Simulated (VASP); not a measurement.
Wanted: the native input for a VASP 6.6.1 run.

```
Task                   : single point
Functional             : PBEsol
Potentials or basis    : VASP PAW PBE potentials, release 64 (Os)
Cutoff                 : 520 eV
k mesh                 : 12 × 12 × 12
Occupations            : fermi-dirac, width 0.01 eV
Spin                   : non-collinear spin, zero start, spin-orbit coupling
Starting moments       : [[0.0, 0.0, 0.0]] μB
Dipole correction      : no
Further INCAR settings : ALGO = Fast; EDIFF = 1e-06; NBANDS = 19
```

The structure of Os lies in POSCAR:

```
Os
1.0
    0.0000000000      1.9450000000      1.9450000000
    1.9450000000      0.0000000000      1.9450000000
    1.9450000000      1.9450000000      0.0000000000
Os
1
Direct
    0.0000000000      0.0000000000      0.0000000000
```

This isn't the form of Os at room conditions, which is hcp.

These files were run (other wordings do the same):

INCAR

```
SYSTEM = Os
PREC = Accurate
ENCUT = 520
EDIFF = 1E-6
ISMEAR = -1
SIGMA = 0.01
LREAL = .False.
LASPH = .True.
NELM = 150
ALGO = Fast
ISIF = 2
LWAVE = .False.
LCHARG = .False.
MAGMOM = 0 0 0
LORBIT = 11
LSORBIT = .True.
GGA_COMPAT = .False.
LORBMOM = .True.
LMAXMIX = 4
GGA = PS
NBANDS = 19
```

KPOINTS

```
Automatic mesh
0
Gamma
  12 12 12
  0 0 0
```

Potentials or basis: VASP PAW PBE potentials, release 64 (Os).

Command:

```sh
$ cat potpaw_PBE.64/Os/POTCAR > POTCAR
$ mpirun -np 1 vasp_ncl > vasp.out
```

It gave:

```
Pressure                                              : -20.1 GPa
Net moment                                            : 0.00 μB per cell
Valence electrons inside the program's atomic spheres : Os 7.29
```

Caveat: the cell stands under tension; the PAW data sets were made with another functional, which shifts forces and pressure a little.

Run time: 90 s on 1 thread of Intel(R) Xeon(R) Platinum 8488C (Sapphire Rapids), with other jobs on the host, peak memory 0.18 GiB.
